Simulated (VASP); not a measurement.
Here is a VASP 6.6.1 calculation.

The input INCAR:

```
SYSTEM = ZnS
ALGO = Normal
EDIFF = 1E-6
ENCUT = 520
GGA = PS
ISIF = 2
ISMEAR = 0
LASPH = .TRUE.
LCHARG = .FALSE.
LREAL = .FALSE.
LWAVE = .FALSE.
NBANDS = 16
NELM = 100
PREC = Accurate
SIGMA = 0.02
```

KPOINTS

```
k-points
0
G
  10 10 10
  0 0 0
```

Contents of POSCAR:

```
ZnS
1.0
    0.0000000000      2.6780454807      2.6780454807
    2.6780454807      0.0000000000      2.6780454807
    2.6780454807      2.6780454807      0.0000000000
Zn S
1 1
Direct
    0.0000000000      0.0000000000      0.0000000000
    0.7500000000      0.7500000000      0.7500000000
```

Potentials or basis: VASP PAW PBE potentials, release 64 (Zn, S).

Launch:

```bash
$ cat potpaw_PBE.64/Zn/POTCAR potpaw_PBE.64/S/POTCAR > POTCAR
$ mpirun -np 1 vasp_std > vasp.out
```

Estimate the pressure.

0.2 GPa.

Predict the band gap on the k mesh.

2.09 eV, direct.

Caveat: the PAW data sets were made with another functional, which shifts forces and pressure a little.
